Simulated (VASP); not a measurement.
The system is HfO2.

```
Hf O
1.0
     5.18443    0.00000    0.00000
     0.00000    4.97117    0.00000
     0.00000    0.00000    4.99891
Hf O
4 8
Cartesian
  5.0133 3.6415 3.7064
  2.7633 3.6415 1.2069
  2.4211 1.3297 3.7064
  0.1711 1.3297 1.2069
  3.2772 4.6165 4.3954
  4.4994 4.6165 1.8959
  1.2129 2.6839 2.4609
  1.3793 2.6839 4.9604
  3.9715 2.2873 4.9604
  3.8051 2.2873 2.4609
  0.6850 0.3547 4.3954
  1.9072 0.3547 1.8959
```

Base run:

- Program: VASP 6.6.1
- Functional: PBE
- Dispersion: D3(BJ)
- Potentials or basis: VASP PAW PBE potentials, release 64 (Hf_pv, O)
- Cutoff: 520 eV
- k mesh: 5 × 6 × 5
- Occupations: fermi-dirac, width 0.05 eV
- Spin: no spin polarisation

Its results: band gap on the k mesh 4.51 eV (least direct gap 4.71 eV); pressure 8.4 GPa; largest force 0.145 eV/Å.

**Question.** The run is repeated on the same cell with these changes: functional from PBE to RPBE; further incar settings from ALGO = Normal; EDIFF = 1e-06; NBANDS = 56 to ALGO = Normal; EDIFF = 1e-07; NBANDS = 56. What comes out?

**Answer.** Band gap on the k mesh 4.59 eV (least direct gap 4.78 eV); pressure -6.1 GPa; largest force 0.224 eV/Å.

Caveats: spin-orbit coupling is left out, which moves the levels of the heavy elements; the cell stands under pressure (at least some runs); the cell stands under tension (at least some runs); the dispersion term is far too large for a dense solid, which distorts pressure and volume (at least some runs); the PAW data sets were made with another functional, which shifts forces and pressure a little (at least some runs).

A k mesh can miss the band edges.
